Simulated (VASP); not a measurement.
The system is AlRu (CsCl type).

```
Ru Al
1.0
     2.92824    0.00000    0.00000
     0.00000    2.92824    0.00000
     0.00000    0.00000    2.92824
Ru Al
1 1
Direct
  0.00000 0.00000 0.00000
  0.50000 0.50000 0.50000
```

* Program: VASP 6.6.1
* Task: relaxation of cell and atoms
* Functional: PBE
* Potentials or basis: VASP PAW PBE potentials, release 64 (Ru_pv, Al)
* Cutoff: 600 eV
* k mesh: 15 × 15 × 15
* Occupations: fermi-dirac, width 0.1 eV
* Spin: no spin polarisation

At the start: pressure 18.5 GPa; volume 12.55 Å³/atom.

**Question.** Where does the relaxation end?

**Answer.** Over 4 steps the energy falls by 54.0 meV/atom and the volume is 13.56 Å³/atom (+8.0 %); space group Pm-3m (No. 221, to 0.1 Å) before and after.

Step by step:
```
step  energy change (eV)  largest force (eV/Å)  pressure (GPa)  volume (Å³)
   1              0.0000                0.0000           18.52        25.11
   2              0.1390                0.0000          -19.32        30.76
   3             -0.1078                0.0000           -0.54        27.19
   4             -0.1080                0.0000           -0.02        27.12
```

Final structure:
```yaml
crystal:
  lattice:
    - [3.00446, 0.00000, 0.00000]
    - [0.00000, 3.00446, 0.00000]
    - [0.00000, 0.00000, 3.00446]
  atoms:
    - { symbol: Ru, position: [0.00000, 0.00000, 0.00000] }
    - { symbol: Al, position: [0.50000, 0.50000, 0.50000] }
```
